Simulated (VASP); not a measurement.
Crystal: InSb3.

```
CELL_PARAMETERS angstrom
4.80637 0.00000 0.00000
0.00000 4.80637 0.00000
0.00000 0.00000 4.80637
ATOMIC_POSITIONS crystal
Sb 0.50000 0.50000 0.00000
Sb 0.00000 0.50000 0.50000
Sb 0.50000 0.00000 0.50000
In 0.00000 0.00000 0.00000
```

Program: VASP 6.6.1. Alike in all runs: task single point; potentials or basis VASP PAW PBE potentials, release 64 (Sb, In_d); no spin polarisation; cell as given; cutoff (eV) 520.

**Question.** Order these runs on this cell by their pressure, lowest first.
A. level HSE06; k mesh 3 × 3 × 3; smearing gaussian 0.1 eV; grid for exact exchange (PRECFOCK) Normal; screening parameter 0.2079 1/Å
B. level PBE-based screened hybrid; k mesh 3 × 3 × 3; smearing fermi-dirac 0.05 eV; grid for exact exchange (PRECFOCK) Normal; screening parameter 0.2 1/Å; share of exact exchange 0.4
C. level PBE; k mesh 6 × 6 × 6; smearing fermi-dirac 0.05 eV

**Answer.** B (-4.9 GPa), A (-3.0 GPa), C (0.1 GPa).

Caveats: some runs use coarse meshes; the PAW data sets were made with another functional, which shifts forces and pressure a little (some runs).
